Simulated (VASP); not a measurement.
# Si9N8O6 in VASP: a series of runs

The runs below take Si9N8O6 through single point, relaxation of cell and atoms, with PBE.

All numbers are computed with VASP 6.6.1; they aren't measurements. Logs are shortened: lines on timing, memory, paths and dates and some standing lists are left out, and cuts for length are marked.

### Step 1. The cell of the first run

The cell holds a disordered packing, 23 atoms: a = 6.951 Å, b = 6.753 Å, c = 6.614 Å, α = 92.77°, β = 90.83°, γ = 92.47°.

### Step 2. Single point, PBE

Input file INCAR:

```
PREC = Accurate
ENCUT = 1000
EDIFF = 1E-6
ISMEAR = -1
SIGMA = 0.05
LREAL = Auto
LASPH = True
NELM = 120
ALGO = Normal
ISIF = 2
LWAVE = False
LCHARG = False
GGA = PE
ISYM = 0
NBANDS = 73
GGA_COMPAT = False
```

Input file KPOINTS:

```
regular mesh
0
Gamma
  1 1 1
```

Input file POSCAR:

```
Si9N8O6
1.0
    6.9494310000     -0.1483230000     -0.0508250000
   -0.1483230000      6.7490330000     -0.1619310000
   -0.0508250000     -0.1619310000      6.6115700000
Si N O
9 8 6
Direct
    0.7586406879      0.3964114858      0.7077850225
    0.2322246871      0.4774005544      0.7111846005
    0.0351331681      0.0755989927      0.6138604694
    0.6000578948      0.6412463765      0.9463325064
    0.2727331067      0.4751594287      0.2183341781
    0.5326341590      0.7512508095      0.5198733320
    0.4665235208      0.2074167149      0.4939763557
    0.9629173319      0.6555827442      0.4400503122
    0.7944128254      0.9759345355      0.2106557273
    0.1043571590      0.9370678759      0.8497227271
    0.3503346034      0.5424781133      0.9750943845
    0.6993364410      0.7613378252      0.1392903607
    0.9922258485      0.5502729116      0.6726205911
    0.2417768704      0.2216798147      0.6323947479
    0.3365834067      0.5915818802      0.4732112489
    0.9740366644      0.9141954974      0.4082512935
    0.1568048582      0.9306564685      0.0124895811
    0.0393485527      0.4861810310      0.2628868288
    0.5293665361      0.9759025511      0.4460683212
    0.3624653486      0.2583509384      0.2661198970
    0.5450069475      0.7903155481      0.7667132867
    0.8676118892      0.1816473775      0.7291583869
    0.7151193566      0.5986645562      0.4858810073
```

Potentials or basis: VASP PAW PBE potentials, release 64 (Si, N_h, O_h).

Command:

```
cat potpaw_PBE.64/Si/POTCAR potpaw_PBE.64/N_h/POTCAR potpaw_PBE.64/O_h/POTCAR > POTCAR
mpirun -np 1 vasp_gam > vasp.out
```

OUTCAR:

```text
PREC = Accurate
   ENCUT = 1000
   EDIFF = 1E-6
   ISMEAR = -1
   LREAL = Auto
   LASPH = True
   NELM = 120
   ISIF = 2
   GGA = PE
   ISYM = 0

 ion  position               nearest neighbor table
   1  0.759  0.396  0.708-  22 1.68  13 1.91  23 2.08   4 2.53   7 2.70   8 2.89   3 3.01
   2  0.232  0.477  0.711-  13 1.78  14 1.78  15 1.92  11 1.94   7 2.85   8 2.91   3 3.02   6 3.06
                             4 3.11
   3  0.035  0.076  0.614-  22 1.58  14 1.71  16 1.74  10 1.92   1 3.01   2 3.02   8 3.03
   4  0.600  0.641  0.946-  12 1.61  21 1.65  11 1.85   1 2.53   6 2.99   9 3.05   2 3.11   5 3.12

   5  0.273  0.475  0.218-  18 1.66  20 1.66  11 1.78  15 1.86   8 2.90   7 2.98   4 3.12
   6  0.533  0.751  0.520-  19 1.62  21 1.64  23 1.68  15 1.72   4 2.99   2 3.06   8 3.13   7 3.15

   7  0.467  0.207  0.494-  19 1.66  20 1.72  14 1.83   1 2.70   2 2.85   5 2.98   6 3.15
   8  0.963  0.656  0.440-  18 1.70  13 1.74  16 1.77  23 1.78   1 2.89   5 2.90   2 2.91   9 2.97
                             3 3.03   6 3.13
   9  0.794  0.976  0.211-  12 1.61  16 1.87   8 2.97   4 3.05
  10  0.104  0.937  0.850-  17 1.13   3 1.92
  11  0.350  0.542  0.975-   5 1.78   4 1.85   2 1.94
  12  0.699  0.761  0.139-   4 1.61   9 1.61
  13  0.992  0.550  0.673-   8 1.74   2 1.78   1 1.91
  14  0.242  0.222  0.632-   3 1.71   2 1.78   7 1.83
  15  0.337  0.592  0.473-   6 1.72   5 1.86   2 1.92
  16  0.974  0.914  0.408-   3 1.74   8 1.77   9 1.87
  17  0.157  0.931  0.012-  10 1.13
  18  0.039  0.486  0.263-   5 1.66   8 1.70
  19  0.529  0.976  0.446-   6 1.62   7 1.66
  20  0.362  0.258  0.266-   5 1.66   7 1.72
  21  0.545  0.790  0.767-   6 1.64   4 1.65
  22  0.868  0.182  0.729-   3 1.58   1 1.68
  23  0.715  0.599  0.486-   6 1.68   8 1.78   1 2.08

IMPORTANT INFORMATION: All symmetrisations will be switched off!
NOSYMM: (Re-)initialisation of all symmetry stuff for point group C_1.

----------------------------------------------------------------------------------------

                                     Primitive cell

  volume of cell :     309.7479

  direct lattice vectors                    reciprocal lattice vectors
     6.949431000 -0.148323000 -0.050825000     0.143973478  0.003192525  0.001184956
    -0.148323000  6.749033000 -0.161931000     0.003192525  0.148327289  0.003657383
    -0.050825000 -0.161931000  6.611570000     0.001184956  0.003657383  0.151348692

  length of vectors
     6.951199473  6.752604519  6.613748007     0.144013745  0.148406716  0.151397513

  position of ions in fractional coordinates (direct lattice)
     0.758640688  0.396411486  0.707785022
     0.232224687  0.477400554  0.711184600
     0.035133168  0.075598993  0.613860469
[... 102 lines left out ...]
   POTIM  = 0.5000    time-step for ionic-motion
   TEBEG  =    0.0;   TEEND  =   0.0 temperature during run
   PSTRESS=    0.0 pullay stress
   NELECT =     112.0000    total number of electrons
   NUPDOWN=      -1.0000    fix difference up-down
   EMIN   =  10.00;   EMAX   =-10.00  energy-range for DOS
   EFERMI =   0.00;   METHOD = LEGACY
   ISMEAR =    -1;   SIGMA  =   0.05  broadening in eV -4-tet -1-fermi 0-gaus
   EFERMI_NEDOS =   21; number of points for ismear=-14 and -15
   IALGO  =     38    algorithm
   IMIX   =      4    mixing-type and parameters
     AMIX     =   0.40;   BMIX     =  1.00
     AMIX_MAG =   1.60;   BMIX_MAG =  1.00
  volume/ion in A,a.u.               =      13.47        90.88
  Fermi-wavevector in a.u.,A,eV,Ry     =   1.166303  2.203993 18.507496  1.360263
  Thomas-Fermi vector in A             =   2.302818
   LORBIT       =      0    0 simple, 1 ext, 2 COOP (PROOUT), +10 PAW based schemes
   GGA     = PE    functional components
   LHFCALC =     F    Hartree Fock is set to
   AEXX    =    0.0000 exact exchange contribution
   IVDW    =     0    specifies the selected vdW correction
   LEPSILON=     F    determine dielectric tensor
   LRPA    =     F    only Hartree local field effects (RPA)
 non-spin polarized calculation
  energy-cutoff  :     1000.00
  volume of cell :      309.75
 maximum number of plane-waves:     11115
 NGX is ok and might be reduce to    70
   NGX = 35   NGY = 35   NGZ = 35

 number of electron     111.9999998 magnetization

 Free energy of the ion-electron system (eV)
  ---------------------------------------------------
  ext. energy  EPLUGINS =         0.00000000
  ---------------------------------------------------
  free energy    TOTEN  =      -170.59422470 eV

  energy without entropy =     -170.59422004  energy(sigma->0) =     -170.59422237

 E-fermi :   5.0634     XC(G=0):  -9.3492

 val. band max:        4.3960863522   @ k =   0.0000   0.0000   0.0000
 cond. band min:       5.7383763810   @ k =   0.0000   0.0000   0.0000
 fundamental gap:      1.3422900287
 Fermi energy:         5.0634070598

 k-point     1 :       0.0000    0.0000    0.0000
  band No.  band energies     occupation
      1     -19.4080      2.00000
      2     -16.7064      2.00000
      3     -16.4618      2.00000
      4     -15.9679      2.00000
      5     -15.6105      2.00000
      6     -15.1156      2.00000
[... 60 lines left out ...]
     67       9.5954      0.00000
     68       9.8620      0.00000
 [bands above 68 left out]

------------------------ aborting loop because EDIFF is reached ----------------------------------------

  FORCE on cell =-STRESS in cart. coord.  units (eV):
  Direction    XX          YY          ZZ          XY          YZ          ZX
  --------------------------------------------------------------------------------------
  -------------------------------------------------------------------------------------
  Total       -6.2536020      1.8904073    -10.1722511     -2.0031016     -4.1250252     -2.6381444
  in kB      -32.3468840      9.7781702    -52.6161762    -10.3610837    -21.3367771    -13.6458559
  external PRESSURE =     -25.0616300 kB  Pullay stress =       0.0000000 kB

 VOLUME and BASIS-vectors are now :
 -----------------------------------------------------------------------------
  energy-cutoff  :     1000.00
  volume of cell :      309.75
      direct lattice vectors                 reciprocal lattice vectors
     6.949431000 -0.148323000 -0.050825000     0.143973478  0.003192525  0.001184956
    -0.148323000  6.749033000 -0.161931000     0.003192525  0.148327289  0.003657383
    -0.050825000 -0.161931000  6.611570000     0.001184956  0.003657383  0.151348692

 POSITION                                       TOTAL-FORCE (eV/Angst)
 -----------------------------------------------------------------------------------
      5.17735      2.44826      4.57682        -0.625993      2.055205     -0.403530
      1.50687      3.07239      4.61294        -0.419681      0.685440     -0.060783
      0.20174      0.40561      4.04455         1.406127     -0.563184     -1.142618
      4.02685      4.08555      6.12241        -1.558316     -2.019876     -1.419021
      1.81377      3.13106      1.35273         0.581995     -0.475638      0.937316
      3.56365      4.90703      3.28846        -0.236004     -1.336594      1.006081
[... 15 lines left out ...]
      5.96541      0.97918      4.74737        -1.073487      0.258798      0.623489
      4.85618      3.85566      3.07915         0.892653      0.286211     -0.879606
 -----------------------------------------------------------------------------------
    total drift:                               -0.022664     -0.022664     -0.014995

  FREE ENERGIE OF THE ION-ELECTRON SYSTEM (eV)
  ---------------------------------------------------
  free  energy   TOTEN  =      -170.5942247012 eV

  energy  without entropy=     -170.5942200394  energy(sigma->0) =     -170.59422237
```

stdout:

```text
POSCAR found type information on POSCAR SiN O
 POSCAR found :  3 types and      23 ions
 scaLAPACK will be used
 LDA part: xc-table for (Slater+PW92), standard interpolation
 POSCAR, INCAR and KPOINTS ok, starting setup
 FFT: planning ... GRIDC
 FFT: planning ... GRID_SOFT
 FFT: planning ... GRID
 WAVECAR not read
 entering main loop
```

Wall time 58 s (1 thread of Intel Xeon 6975P-C (Granite Rapids), shared host); peak memory 0.68 GiB.

What came out:

| Quantity | Value |
| --- | --- |
| Free energy | -170.5942 eV |
| Pressure | -2.5 GPa |
| Largest force | 2.919 eV/Å |

Forces in eV/Å, atoms in the order of the input:
```
Si  -0.626  2.055 -0.404
Si  -0.420  0.685 -0.061
Si   1.406 -0.563 -1.143
Si  -1.558 -2.020 -1.419
Si   0.582 -0.476  0.937
Si  -0.236 -1.337  1.006
Si  -0.475  1.003 -0.377
Si  -0.921 -1.127  0.113
Si   0.683  2.249  0.309
N    0.875 -0.415  1.758
N   -0.663 -0.822 -0.667
N    0.213 -1.095  0.482
N    1.370 -0.809  0.967
N    0.304 -0.008  0.365
N   -0.148  0.934  0.528
N    0.571 -0.673  1.783
N   -0.886  0.047 -2.068
O   -0.523  1.167 -0.676
O   -0.098 -0.045 -0.341
O    0.645 -0.020 -0.372
O    0.084  0.723 -0.465
O   -1.073  0.259  0.623
O    0.893  0.286 -0.880
```

Levels at points of the mesh, in eV from the Fermi level:
| k point | band 54 | band 55 | band 56 | band 57 | band 58 | band 59 |
| --- | --- | --- | --- | --- | --- | --- |
| (0.00, 0.00, 0.00) | -2.04 | -0.99 | -0.67 | 0.67 | 0.76 | 1.67 |

Caveat: the k points lie up to 0.95 Å⁻¹ apart, too coarse for converged energies, forces and pressures; the atoms stand as in a frame of molecular dynamics.

### Step 3. Single point, PBE

Input file INCAR:

```
SYSTEM = Si9N8O6
PREC     = Accurate       ! precision mode
ENCUT    = 1000           ! plane-wave cutoff, eV
EDIFF    = 1E-6           ! SCF threshold, eV
ISMEAR   = -1             ! smearing method
SIGMA    = 0.05           ! smearing width, eV
LREAL    = Auto         
LASPH    = .True.         ! aspherical terms in the spheres
NELM     = 120            ! most SCF steps
ALGO     = Normal         ! electronic algorithm
ISIF     = 2              ! what is computed and relaxed
LWAVE    = .False.        ! write WAVECAR
LCHARG   = .False.        ! write CHGCAR
GGA      = PE             ! functional
NBANDS   = 73             ! bands
ISYM     = 0            
GGA_COMPAT= .False.
```

Input file KPOINTS:

```
Automatic mesh
0
Gamma
  1 1 1
  0 0 0
```

Input file POSCAR:

```
Si9N8O6
1.0
    6.9494310000     -0.1483230000     -0.0508250000
   -0.1483230000      6.7490330000     -0.1619310000
   -0.0508250000     -0.1619310000      6.6115700000
Si N O
9 8 6
Direct
    0.7393592863      0.4094644542      0.7105626839
    0.2200018403      0.4716460335      0.7170418989
    0.0313509111      0.0788333540      0.6050407050
    0.5935787502      0.6157393736      0.9461929515
    0.2829037167      0.4756087351      0.2269974272
    0.5157867964      0.7466403610      0.5396520167
    0.4741745268      0.2236868105      0.4820119501
    0.9693656268      0.6502749312      0.4378516264
    0.7904509316      0.9637626811      0.2192235314
    0.1091684919      0.9303178732      0.8501202879
    0.3603700780      0.5165221814      0.9739276394
    0.7132292550      0.7412197718      0.1424211399
    0.9868236391      0.5482672217      0.6715819043
    0.2430523674      0.2234958141      0.6196180389
    0.3262963758      0.5961946586      0.4864489691
    0.9610629346      0.9088871745      0.4154781743
    0.1478987489      0.9070463492      0.0074041228
    0.0449370175      0.5375093141      0.2380267236
    0.5190526921      0.9708833808      0.4357999643
    0.4127297792      0.2812649972      0.2552101110
    0.5099548124      0.7815270377      0.7844436205
    0.8673139964      0.1895514903      0.7268259273
    0.7160817912      0.5966374048      0.4827928841
```

Potentials or basis: VASP PAW PBE potentials, release 64 (Si, N_h, O_h).

Command:

```
cat potpaw_PBE.64/Si/POTCAR potpaw_PBE.64/N_h/POTCAR potpaw_PBE.64/O_h/POTCAR > POTCAR
mpirun -np 1 vasp_gam > vasp.out
```

Wall time 84 s (1 thread of Intel Xeon Platinum 8488C (Sapphire Rapids), shared host); peak memory 0.68 GiB.

The run converged. Its results:

```yaml
Free_energy: -170.1212 eV
Pressure: -1.6 GPa
Largest_force: 3.204 eV/Å
```

Forces in eV/Å, atoms in the order of the input:
```
Si   1.950 -0.375 -2.286
Si   0.513  0.439 -0.104
Si   0.830  0.129 -0.242
Si   0.100  1.685  1.234
Si  -0.548  1.437 -0.584
Si   2.290  1.365 -0.443
Si   0.385 -2.151  2.240
Si  -2.429  1.091  1.511
Si  -0.186  1.783 -0.158
N   -0.871  0.310 -3.003
N   -2.638 -0.949 -0.018
N   -1.067 -1.968 -2.174
N    1.067 -0.754  1.175
N   -0.131 -0.191 -0.067
N   -1.266 -1.058 -0.522
N    1.365 -0.250  1.776
N    0.687 -0.240  2.627
O    1.984 -1.997 -1.528
O   -0.158 -0.212  0.893
O   -0.706 -0.043 -0.786
O    1.259  0.648 -0.654
O   -1.133  0.573  0.368
O   -1.299  0.727  0.747
```

Stress tensor (GPa, compression positive):
```
-4.08  0.69 -0.33
 0.69  0.23 -3.26
-0.33 -3.26 -0.81
```

Levels at points of the mesh, in eV from the Fermi level:
```csv
k point,band 52,band 53,band 54,band 55,band 56,band 57,band 58,band 59,band 60,band 61
"(0.00, 0.00, 0.00)",-2.61,-2.46,-2.10,-1.68,-0.72,0.72,0.94,1.39,2.06,2.51
```

Caveat: the k points lie up to 0.95 Å⁻¹ apart, too coarse for converged energies, forces and pressures; the atoms stand as in a frame of molecular dynamics.

### Step 4. Single point, PBE

Input file INCAR:

```
  PREC = Accurate
  ENCUT = 1000
  EDIFF = 1E-6
  ISMEAR = -1
  SIGMA = 0.05
  LREAL = Auto
  LASPH = True
  NELM = 120
  ALGO = Normal
  ISIF = 2
  LWAVE = False
  LCHARG = False
  GGA = PE
  NBANDS = 73
  ISYM = 0
  GGA_COMPAT = False
```

Input file KPOINTS:

```
Automatic mesh
0
Gamma
  1 1 1
```

Input file POSCAR:

```
Si9N8O6
1.0
    6.9494310000     -0.1483230000     -0.0508250000
   -0.1483230000      6.7490330000     -0.1619310000
   -0.0508250000     -0.1619310000      6.6115700000
Si N O
9 8 6
Direct
    0.7530037494      0.4205254831      0.6899950432
    0.2303136370      0.4745159222      0.7025696663
    0.0406358008      0.0790259293      0.6266272704
    0.5839531180      0.6244553813      0.9290271602
    0.2791375153      0.4779611057      0.2196414594
    0.5198005662      0.7597115196      0.5415932539
    0.4763410235      0.2208793361      0.4982900044
    0.9512289398      0.6605278606      0.4483897392
    0.8131139834      0.9479724531      0.2127379194
    0.1069617094      0.9225875773      0.8508816904
    0.3315005691      0.5122734718      0.9588862361
    0.6977042291      0.7363885782      0.1341079284
    0.9857328117      0.5460940841      0.6665193640
    0.2485081969      0.2226351738      0.6248627732
    0.3213921848      0.5947461337      0.4872657469
    0.9792682447      0.9051516822      0.4396907884
    0.1049565280      0.8977008425      0.0174218848
    0.0349615637      0.5355754475      0.2395635514
    0.5180002242      0.9740432448      0.4472562732
    0.4009480381      0.2776817822      0.2540507735
    0.5453574997      0.8170732542      0.7784074409
    0.8456078527      0.1898466540      0.7115946859
    0.7086647727      0.6107335297      0.4616253898
```

Potentials or basis: VASP PAW PBE potentials, release 64 (Si, N_h, O_h).

Command:

```
cat potpaw_PBE.64/Si/POTCAR potpaw_PBE.64/N_h/POTCAR potpaw_PBE.64/O_h/POTCAR > POTCAR
mpirun -np 1 vasp_gam > vasp.out
```

OUTCAR:

```text
PREC = Accurate
   ENCUT = 1000
   EDIFF = 1E-6
   ISMEAR = -1
   LREAL = Auto
   LASPH = True
   NELM = 120
   ISIF = 2
   GGA = PE
   ISYM = 0

 ion  position               nearest neighbor table
   1  0.753  0.421  0.690-  22 1.72  13 1.81  23 2.06   4 2.40   7 2.58   8 2.68   6 3.05   3 3.13

   2  0.230  0.475  0.703-  14 1.76  15 1.78  13 1.80  11 1.83   7 2.79   8 2.91   3 2.94   6 2.97
                             4 2.97
   3  0.041  0.079  0.627-  22 1.67  16 1.70  14 1.71  10 1.92   2 2.94   8 3.04   1 3.13
[... 270 lines left out ...]
  Total      -15.9853845      2.6364741     -3.4978189      1.2997087    -10.7432406     -2.2019417
  in kB      -82.6847275     13.6372159    -18.0925397      6.7227698    -55.5696311    -11.3895883
  external PRESSURE =     -29.0466838 kB  Pullay stress =       0.0000000 kB

 VOLUME and BASIS-vectors are now :
 -----------------------------------------------------------------------------
  energy-cutoff  :     1000.00
  volume of cell :      309.75
      direct lattice vectors                 reciprocal lattice vectors
     6.949431000 -0.148323000 -0.050825000     0.143973478  0.003192525  0.001184956
    -0.148323000  6.749033000 -0.161931000     0.003192525  0.148327289  0.003657383
    -0.050825000 -0.161931000  6.611570000     0.001184956  0.003657383  0.151348692

 POSITION                                       TOTAL-FORCE (eV/Angst)
 -----------------------------------------------------------------------------------
      5.13550      2.61472      4.45558         0.006051     -0.680739     -0.334872
      1.49446      3.05459      4.55654        -1.770159      0.285004      0.780317
      0.23883      0.42585      4.12813        -0.777071      0.091195      0.089868
      3.91830      3.97742      6.01153        -0.360795      0.351894      1.136432
      1.85779      3.14881      1.36059        -1.661477      0.595502      0.032068
      3.47211      4.96252      3.43134        -0.031005     -1.223611     -1.364480
[... 15 lines left out ...]
      5.81217      1.04063      4.63104         1.133031     -0.368807      0.083606
      4.81077      3.94200      2.91715        -1.063655     -0.125251      1.979556
 -----------------------------------------------------------------------------------
    total drift:                                0.012747      0.011529     -0.021094

  FREE ENERGIE OF THE ION-ELECTRON SYSTEM (eV)
  ---------------------------------------------------
  free  energy   TOTEN  =      -170.7511445690 eV

  energy  without entropy=     -170.7511084783  energy(sigma->0) =     -170.75112652
```

Wall time 68 s (1 thread of Intel Xeon 6975P-C (Granite Rapids), shared host); peak memory 0.66 GiB.

Results:

| Item | Value |
| --- | --- |
| Free energy | -170.7511 eV |
| Pressure | -2.9 GPa |
| Largest force | 2.337 eV/Å |

Forces in eV/Å, atoms in the order of the input:
```
Si   0.006 -0.681 -0.335
Si  -1.770  0.285  0.780
Si  -0.777  0.091  0.090
Si  -0.361  0.352  1.136
Si  -1.661  0.596  0.032
Si  -0.031 -1.224 -1.364
Si  -0.402 -0.858 -1.258
Si   0.783 -1.771 -1.308
Si   0.095  0.661 -0.557
N   -0.517  0.631 -1.524
N    1.172  0.877 -0.581
N   -0.092 -0.033 -0.875
N    1.098 -0.962  1.039
N   -0.479  0.034  0.390
N    1.628  1.107  0.240
N   -0.131  1.287 -0.290
N   -0.126  0.117  1.147
O    1.794 -0.698  0.276
O   -0.094  1.364 -0.536
O   -0.132  0.089  0.703
O   -0.071 -0.772  0.731
O    1.133 -0.369  0.084
O   -1.064 -0.125  1.980
```

Stress tensor (GPa, compression positive):
```
-8.27  0.67 -1.14
 0.67  1.36 -5.56
-1.14 -5.56 -1.81
```

Caveat: the k points lie up to 0.95 Å⁻¹ apart, too coarse for converged energies, forces and pressures; the atoms stand as in a frame of molecular dynamics.

(Continued in part 2 of 2.)
